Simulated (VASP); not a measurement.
# Ni (Fm-3m) in VASP: notebook

The runs below take Ni through single point, with PBE.

Program: VASP 6.6.1. These are calculated values, not measurements. Logs are shortened: lines on timing, memory, paths and dates and some standing lists are left out, and cuts for length are marked.

## 1. The cell of the first run

The structure is cubic, space group Fm-3m (No. 225). Conventional cell: a = 3.542 Å, b = 3.542 Å, c = 3.542 Å, α = 90.00°, β = 90.00°, γ = 90.00°. Within 3.3 Å of Ni (site symmetry m-3m) lie 12 Ni at 2.50 Å.

## 2. Single point, PBE, collinear spin, antiferromagnetic start

Contents of INCAR:

```
PREC     = Accurate       # precision mode
ENCUT    = 520            # plane-wave cutoff, eV
EDIFF    = 1E-6           # SCF threshold, eV
ISMEAR   = -1             # smearing method
SIGMA    = 0.1            # smearing width, eV
LREAL    = False          # projectors in reciprocal space
LASPH    = True           # aspherical terms in the spheres
NELM     = 150            # most SCF steps
ALGO     = Normal         # electronic algorithm
ISIF     = 2              # what is computed and relaxed
LWAVE    = False          # write WAVECAR
LCHARG   = False          # write CHGCAR
ISPIN    = 2              # spin polarisation
MAGMOM   = 2 -2           # initial moments
LORBIT   = 11             # projections on sites
LMAXMIX  = 4              # l up to which the mixer works
GGA      = PE             # functional
NBANDS   = 21             # bands
```

Contents of KPOINTS:

```
regular mesh
0
Gamma
  12 12 6
```

Contents of POSCAR:

```
Ni
1.0
    0.0000000000      1.7710500000      1.7710500000
    1.7710500000      0.0000000000      1.7710500000
    3.5421000000      3.5421000000      0.0000000000
Ni
2
Direct
    0.0000000000      0.0000000000      0.0000000000
    0.0000000000      0.0000000000      0.5000000000
```

Potentials or basis: VASP PAW PBE potentials, release 64 (Ni).

On the command line:

```
$ cat potpaw_PBE.64/Ni/POTCAR > POTCAR
$ mpirun -np 1 vasp_std > vasp.out
```

OUTCAR:

```text
PREC = Accurate
   ENCUT = 520
   EDIFF = 1E-6
   ISMEAR = -1
   LREAL = False
   LASPH = True
   NELM = 150
   ISIF = 2
   ISPIN = 2
   LORBIT = 11
   GGA = PE

 ion  position               nearest neighbor table
   1  0.000  0.000  0.000-   2 2.50   2 2.50   2 2.50   2 2.50   2 2.50   2 2.50
   2  0.000  0.000  0.500-   1 2.50   1 2.50   1 2.50   1 2.50   1 2.50   1 2.50

  LATTYP: Found a trigonal (rhomboedric) cell.
 ALAT       =     4.3381688090
 COS(alpha) =     0.8333333333

  Lattice vectors:

 A1 = (   3.5421000000,   1.7710500000,  -1.7710500000)
 A2 = (   1.7710500000,   1.7710500000,  -3.5421000000)
 A3 = (   1.7710500000,   3.5421000000,  -1.7710500000)

Analysis of symmetry for initial positions (statically):
=====================================================================
 Subroutine PRICEL returns following result:

  LATTYP: Found a face centered cubic cell.
 ALAT       =     3.5421000000
[... 12 lines left out ...]
 Subroutine GETGRP returns: Found 12 space group operations
 (whereof 12 operations were pure point group operations)
 out of a pool of 12 trial point group operations.

The static configuration has the point symmetry D_3d.

Analysis of symmetry for dynamics (positions and initial velocities):
=====================================================================
 Subroutine PRICEL returns following result:

  LATTYP: Found a face centered cubic cell.
 ALAT       =     3.5421000000
[... 12 lines left out ...]
 Subroutine GETGRP returns: Found 12 space group operations
 (whereof 12 operations were pure point group operations)
 out of a pool of 12 trial point group operations.

The dynamic configuration has the point symmetry D_3d.

Analysis of structural, dynamic, and magnetic symmetry:
=====================================================================
 Subroutine PRICEL returns following result:

  LATTYP: Found a face centered cubic cell.
 ALAT       =     3.5421000000
[... 12 lines left out ...]
 Subroutine GETGRP returns: Found 12 space group operations
 (whereof 12 operations were pure point group operations)
 out of a pool of 12 trial point group operations.

The overall configuration has the point symmetry D_3d.

 Subroutine INISYM returns: Found 12 space group operations
 (whereof 12 operations are pure point group operations),
 and found     2 'primitive' translations

[... 131 lines left out ...]
     AMIX_MAG =   1.60;   BMIX_MAG =  1.00
  volume/ion in A,a.u.               =      11.11        74.98
  Fermi-wavevector in a.u.,A,eV,Ry     =   1.580644  2.986984 33.993269  2.498435
  Thomas-Fermi vector in A             =   2.680840
   LORBIT       =     11    0 simple, 1 ext, 2 COOP (PROOUT), +10 PAW based schemes
   GGA     = PE    functional components
   LHFCALC =     F    Hartree Fock is set to
   AEXX    =    0.0000 exact exchange contribution
   IVDW    =     0    specifies the selected vdW correction
   LEPSILON=     F    determine dielectric tensor
   LRPA    =     F    only Hartree local field effects (RPA)
 spin polarized calculation
  energy-cutoff  :      520.00
  volume of cell :       22.22
 maximum number of plane-waves:       609
   NGX =  9   NGY =  9   NGZ = 19

 number of electron      20.0000018 magnetization      -0.0000000

 number of electron      20.0000018 magnetization       0.0000000

 Free energy of the ion-electron system (eV)
  ---------------------------------------------------
  ext. energy  EPLUGINS =         0.00000000
  ---------------------------------------------------
  free energy    TOTEN  =       -10.92986503 eV

  energy without entropy =      -10.75840361  energy(sigma->0) =      -10.84413432

 E-fermi :   8.9192     XC(G=0): -13.1307

 val. band max:        8.9030416932   @ k =   0.1667   0.0000   0.0000
 cond. band min:       8.9295841524   @ k =   0.5000   0.0000   0.5000
 fundamental gap:      0.0265424593
 Fermi energy:         8.9192239630

 spin component 1

 k-point     1 :       0.0000    0.0000    0.0000
  band No.  band energies     occupation
      1       0.1997      1.00000
      2       4.5959      1.00000
      3       7.0571      1.00000
      4       7.0571      1.00000
      5       7.1025      1.00000
      6       7.1025      1.00000
[... 565 lines left out ...]
     20      31.9171      0.00000
     21      36.6835      0.00000

 [... further k-points ...]

 spin component 2

 k-point     1 :       0.0000    0.0000    0.0000
  band No.  band energies     occupation
      1       0.1997      1.00000
      2       4.5959      1.00000
      3       7.0571      1.00000
      4       7.0571      1.00000
      5       7.1025      1.00000
      6       7.1025      1.00000
[... 565 lines left out ...]
     20      31.9171      0.00000
     21      36.6835      0.00000

 [... further k-points ...]

------------------------ aborting loop because EDIFF is reached ----------------------------------------

  FORCE on cell =-STRESS in cart. coord.  units (eV):
  Direction    XX          YY          ZZ          XY          YZ          ZX
  --------------------------------------------------------------------------------------
  -------------------------------------------------------------------------------------
  Total       -0.6177948     -0.6177948     -0.6177948      0.0000075     -0.0000075     -0.0000075
  in kB      -44.5453508    -44.5453508    -44.5453508      0.0005414     -0.0005414     -0.0005414
  external PRESSURE =     -44.5453508 kB  Pullay stress =       0.0000000 kB

 VOLUME and BASIS-vectors are now :
 -----------------------------------------------------------------------------
  energy-cutoff  :      520.00
  volume of cell :       22.22
      direct lattice vectors                 reciprocal lattice vectors
     0.000000000  1.771050000  1.771050000    -0.282318399  0.282318399  0.282318399
     1.771050000  0.000000000  1.771050000     0.282318399 -0.282318399  0.282318399
     3.542100000  3.542100000  0.000000000     0.141159199  0.141159199 -0.141159199

 POSITION                                       TOTAL-FORCE (eV/Angst)
 -----------------------------------------------------------------------------------
      0.00000      0.00000      0.00000         0.000000      0.000000     -0.000000
      1.77105      1.77105      0.00000        -0.000000     -0.000000      0.000000
 -----------------------------------------------------------------------------------
    total drift:                               -0.000000     -0.000000      0.000000

  FREE ENERGIE OF THE ION-ELECTRON SYSTEM (eV)
  ---------------------------------------------------
  free  energy   TOTEN  =       -10.9298650286 eV

  energy  without entropy=      -10.7584036089  energy(sigma->0) =      -10.84413432

 total charge

# of ion       s       p       d       tot
------------------------------------------
    1        0.485   0.475   8.316   9.276
    2        0.485   0.475   8.316   9.276
--------------------------------------------------
tot          0.970   0.950  16.632  18.552

 magnetization (x)

# of ion       s       p       d       tot
------------------------------------------
    1       -0.000  -0.000  -0.000  -0.000
    2        0.000   0.000   0.000   0.000
--------------------------------------------------
tot          0.000   0.000   0.000   0.000
```

Wall time 3.9 min (1 thread of Intel Xeon 8259CL, shared host); peak memory 0.2 GiB.

What came out:

* Free energy: -10.9299 eV
* Pressure: -4.5 GPa
* Band gap on the k mesh: zero (filled and empty bands overlap)
* Net moment: 0.00 μB per cell
* Valence electrons inside the program's atomic spheres: Ni 9.28

Levels at points of the mesh, in eV from the Fermi level:
Spin up:
```
           k point  band 8  band 9  band 10  band 11  band 12  band 13
(0.00, 0.00, 0.00)   -0.76   -0.76    -0.12    -0.04    -0.04     5.90
(0.50, 0.00, 0.00)   -0.04   -0.04     0.14     0.14     2.58     5.90
(0.00, 0.00, 0.50)   -1.62   -0.66    -0.66    -0.66    -0.66    14.45
(0.50, 0.00, 0.50)   -1.01    0.01     0.01     2.54     2.54     8.58
```
Spin down:
```
           k point  band 8  band 9  band 10  band 11  band 12  band 13
(0.00, 0.00, 0.00)   -0.76   -0.76    -0.12    -0.04    -0.04     5.90
(0.50, 0.00, 0.00)   -0.04   -0.04     0.14     0.14     2.58     5.90
(0.00, 0.00, 0.50)   -1.62   -0.66    -0.66    -0.66    -0.66    14.45
(0.50, 0.00, 0.50)   -1.01    0.01     0.01     2.54     2.54     8.58
```

Caveat: the cell stands under tension; the moments typed at the start vanished in this run.

## 3. Single point, PBE, collinear spin, ferromagnetic start

Contents of INCAR:

```
PREC = Accurate
ENCUT = 520
EDIFF = 1E-6
ISMEAR = -1
SIGMA = 0.1
LREAL = F
LASPH = T
NELM = 150
ALGO = Normal
ISIF = 2
LWAVE = F
LCHARG = F
ISPIN = 2
MAGMOM = 2 2
LORBIT = 11
LMAXMIX = 4
GGA = PE
NBANDS = 21
```

Contents of KPOINTS:

```
Automatic mesh
0
Gamma
  12 12 6
```

POSCAR is that of step 2.

Potentials or basis: VASP PAW PBE potentials, release 64 (Ni).

On the command line:

```
$ cat potpaw_PBE.64/Ni/POTCAR > POTCAR
$ mpirun -np 1 vasp_std > vasp.out
```

It took 2.2 min on 1 thread of Intel Xeon 8259CL, shared host; peak memory 0.2 GiB.

It converged, with:

| Item | Value |
| --- | --- |
| Free energy | -10.9911 eV |
| Pressure | -3.3 GPa |
| Net moment | 1.28 μB per cell |
| Site moments | Ni +0.65 μB |
| Valence electrons inside the program's atomic spheres | Ni 9.27 |

Levels at points of the mesh, in eV from the Fermi level:
Spin up:
| k point | band 8 | band 9 | band 10 | band 11 | band 12 | band 13 | band 14 | band 15 |
| --- | --- | --- | --- | --- | --- | --- | --- | --- |
| (0.00, 0.00, 0.00) | -1.24 | -1.24 | -0.60 | -0.60 | -0.24 | 5.53 | 22.06 | 23.56 |
| (0.50, 0.00, 0.00) | -0.55 | -0.47 | -0.47 | -0.24 | 2.45 | 5.53 | 9.04 | 14.64 |
| (0.00, 0.00, 0.50) | -2.15 | -1.17 | -1.17 | -1.17 | -1.17 | 14.22 | 14.22 | 23.63 |
| (0.50, 0.00, 0.50) | -1.52 | -0.55 | -0.55 | 2.20 | 2.20 | 8.32 | 8.32 | 14.37 |
Spin down:
| k point | band 6 | band 7 | band 8 | band 9 | band 10 | band 11 | band 12 | band 13 |
| --- | --- | --- | --- | --- | --- | --- | --- | --- |
| (0.00, 0.00, 0.00) | -1.61 | -1.61 | -0.62 | -0.62 | -0.30 | 0.17 | 0.17 | 5.95 |
| (0.50, 0.00, 0.00) | -0.30 | 0.09 | 0.17 | 0.17 | 0.39 | 0.39 | 2.41 | 5.95 |
| (0.00, 0.00, 0.50) | -1.44 | -1.44 | -1.44 | -0.50 | -0.50 | -0.50 | -0.50 | 14.36 |
| (0.50, 0.00, 0.50) | -1.72 | -0.86 | -0.86 | 0.23 | 0.23 | 2.57 | 2.57 | 8.53 |

Caveat: the cell stands under tension.

## 4. Single point, PBE, collinear spin, ferromagnetic start

Contents of INCAR:

```
  PREC = Accurate
  ENCUT = 520
  EDIFF = 1E-7
  ISMEAR = -1
  SIGMA = 0.1
  LREAL = False
  LASPH = True
  NELM = 150
  ALGO = Normal
  ISIF = 2
  LWAVE = False
  LCHARG = False
  ISPIN = 2
  MAGMOM = 0.2 0.2
  LORBIT = 11
  LMAXMIX = 4
  GGA = PE
  NBANDS = 21
```

Contents of KPOINTS:

```
regular mesh
0
Gamma
  12 12 6
```

POSCAR is that of step 3.

On the command line:

```
$ cat potpaw_PBE.64/Ni/POTCAR > POTCAR
$ mpirun -np 1 vasp_std > vasp.out
```

It took 2.5 min on 1 thread of Intel Xeon 8259CL, shared host; peak memory 0.2 GiB.

The run converged. Its results:

| Item | Value |
| --- | --- |
| Free energy | -10.9911 eV |
| Pressure | -3.3 GPa |
| Net moment | 1.28 μB per cell |
| Site moments | Ni +0.65 μB |
| Valence electrons inside the program's atomic spheres | Ni 9.27 |

Levels at points of the mesh, in eV from the Fermi level:
Spin up:
```csv
k point,band 8,band 9,band 10,band 11,band 12,band 13,band 14,band 15
"(0.00, 0.00, 0.00)",-1.24,-1.24,-0.60,-0.60,-0.24,5.53,22.06,23.56
"(0.50, 0.00, 0.00)",-0.55,-0.47,-0.47,-0.24,2.45,5.53,9.04,14.64
"(0.00, 0.00, 0.50)",-2.15,-1.17,-1.17,-1.17,-1.17,14.22,14.22,23.63
"(0.50, 0.00, 0.50)",-1.52,-0.55,-0.55,2.20,2.20,8.32,8.32,14.37
```
Spin down:
```csv
k point,band 6,band 7,band 8,band 9,band 10,band 11,band 12,band 13
"(0.00, 0.00, 0.00)",-1.61,-1.61,-0.62,-0.62,-0.30,0.17,0.17,5.95
"(0.50, 0.00, 0.00)",-0.30,0.09,0.17,0.17,0.39,0.39,2.41,5.95
"(0.00, 0.00, 0.50)",-1.44,-1.44,-1.44,-0.50,-0.50,-0.50,-0.50,14.36
"(0.50, 0.00, 0.50)",-1.72,-0.86,-0.86,0.23,0.23,2.57,2.57,8.53
```

Caveat: the cell stands under tension.

## 5. Single point, PBE, collinear spin

Contents of INCAR:

```
  ALGO = Normal
  EDIFF = 1E-7
  ENCUT = 520
  GGA = PE
  ISIF = 2
  ISMEAR = -1
  ISPIN = 2
  LASPH = T
  LCHARG = F
  LMAXMIX = 4
  LORBIT = 11
  LREAL = F
  LWAVE = F
  MAGMOM = 2 0
  NBANDS = 21
  NELM = 150
  PREC = Accurate
  SIGMA = 0.1
```

Contents of KPOINTS:

```
k-points
0
Gamma
  12 12 6
```

POSCAR is that of step 4.

On the command line:

```
$ cat potpaw_PBE.64/Ni/POTCAR > POTCAR
$ mpirun -np 1 vasp_std > vasp.out
```

Wall time 3.3 min (1 thread of Intel Xeon 8259CL, shared host); peak memory 0.2 GiB.

The run converged. Its results:

```yaml
Free_energy: -10.9911 eV
Pressure: -3.3 GPa
Net_moment: 1.28 μB per cell
Site_moments: Ni +0.65 μB
Valence_electrons_inside_the_program's_atomic_spheres: Ni 9.27
```

Levels at points of the mesh, in eV from the Fermi level:
Spin up:
| k point | band 9 | band 10 | band 11 | band 12 | band 13 | band 14 |
| --- | --- | --- | --- | --- | --- | --- |
| (0.00, 0.00, 0.00) | -1.24 | -0.60 | -0.60 | -0.24 | 5.53 | 22.06 |
| (0.50, 0.00, 0.00) | -0.47 | -0.47 | -0.24 | 2.45 | 5.53 | 9.04 |
| (0.00, 0.00, 0.50) | -1.17 | -1.17 | -1.17 | -1.17 | 14.22 | 14.22 |
| (0.50, 0.00, 0.50) | -0.55 | -0.55 | 2.20 | 2.20 | 8.32 | 8.32 |
Spin down:
| k point | band 7 | band 8 | band 9 | band 10 | band 11 | band 12 |
| --- | --- | --- | --- | --- | --- | --- |
| (0.00, 0.00, 0.00) | -1.61 | -0.62 | -0.62 | -0.30 | 0.17 | 0.17 |
| (0.50, 0.00, 0.00) | 0.09 | 0.17 | 0.17 | 0.39 | 0.39 | 2.41 |
| (0.00, 0.00, 0.50) | -1.44 | -1.44 | -0.50 | -0.50 | -0.50 | -0.50 |
| (0.50, 0.00, 0.50) | -0.86 | -0.86 | 0.23 | 0.23 | 2.57 | 2.57 |

Caveat: the cell stands under tension.

## 6. Single point, PBE, collinear spin, ferromagnetic start

Contents of INCAR:

```
SYSTEM = Ni
PREC     = Accurate       ! precision mode
ENCUT    = 520            ! plane-wave cutoff, eV
EDIFF    = 1E-6           ! SCF threshold, eV
ISMEAR   = -1             ! smearing method
SIGMA    = 0.1            ! smearing width, eV
LREAL    = .False.        ! projectors in reciprocal space
LASPH    = .True.         ! aspherical terms in the spheres
NELM     = 150            ! most SCF steps
ALGO     = Normal         ! electronic algorithm
ISIF     = 2              ! what is computed and relaxed
LWAVE    = .False.        ! write WAVECAR
LCHARG   = .False.        ! write CHGCAR
ISPIN    = 2              ! spin polarisation
MAGMOM   = 0.2 0.2        ! initial moments
LORBIT   = 11             ! projections on sites
LMAXMIX  = 4              ! l up to which the mixer works
GGA      = PE             ! functional
ISYM     = 0            
NBANDS   = 21             ! bands
```

Contents of KPOINTS:

```
Automatic mesh
0
Gamma
  12 12 6
  0 0 0
```

POSCAR is that of step 5.

Potentials or basis: VASP PAW PBE potentials, release 64 (Ni).

On the command line:

```
$ cat potpaw_PBE.64/Ni/POTCAR > POTCAR
$ mpirun -np 1 vasp_std > vasp.out
```

It took 11 min on 1 thread of Intel Xeon 8259CL, shared host; peak memory 0.38 GiB.

It converged, with:

| Quantity | Value |
| --- | --- |
| Free energy | -10.9911 eV |
| Pressure | -3.3 GPa |
| Net moment | 1.28 μB per cell |
| Site moments | Ni +0.65 μB |
| Valence electrons inside the program's atomic spheres | Ni 9.27 |

Levels at points of the mesh, in eV from the Fermi level:
Spin up:
```
           k point  band 8  band 9  band 10  band 11  band 12  band 13  band 14  band 15
(0.00, 0.00, 0.00)   -1.24   -1.24    -0.60    -0.60    -0.24     5.53    22.06    23.56
(0.50, 0.00, 0.00)   -0.55   -0.47    -0.47    -0.24     2.45     5.53     9.04    14.64
(0.00, 0.50, 0.00)   -0.55   -0.47    -0.47    -0.24     2.45     5.53     9.04    14.64
(0.50, 0.50, 0.00)   -0.55   -0.47    -0.47    -0.24     2.45     5.53     9.04    14.64
(0.00, 0.00, 0.50)   -2.15   -1.17    -1.17    -1.17    -1.17    14.22    14.22    23.63
(0.50, 0.00, 0.50)   -1.52   -0.55    -0.55     2.20     2.20     8.32     8.32    14.37
(0.00, 0.50, 0.50)   -1.52   -0.55    -0.55     2.20     2.20     8.32     8.32    14.37
(0.50, 0.50, 0.50)   -1.52   -0.55    -0.55     2.20     2.20     8.32     8.32    14.37
```
Spin down:
```
           k point  band 6  band 7  band 8  band 9  band 10  band 11  band 12  band 13
(0.00, 0.00, 0.00)   -1.61   -1.61   -0.62   -0.62    -0.30     0.17     0.17     5.95
(0.50, 0.00, 0.00)   -0.30    0.09    0.17    0.17     0.39     0.39     2.41     5.95
(0.00, 0.50, 0.00)   -0.30    0.09    0.17    0.17     0.39     0.39     2.41     5.95
(0.50, 0.50, 0.00)   -0.30    0.09    0.17    0.17     0.39     0.39     2.41     5.95
(0.00, 0.00, 0.50)   -1.44   -1.44   -1.44   -0.50    -0.50    -0.50    -0.50    14.36
(0.50, 0.00, 0.50)   -1.72   -0.86   -0.86    0.23     0.23     2.57     2.57     8.53
(0.00, 0.50, 0.50)   -1.72   -0.86   -0.86    0.23     0.23     2.57     2.57     8.53
(0.50, 0.50, 0.50)   -1.72   -0.86   -0.86    0.23     0.23     2.57     2.57     8.53
```

Caveat: the cell stands under tension.

The gap in the log of VASP goes by the Fermi energy; the results here count the filled bands.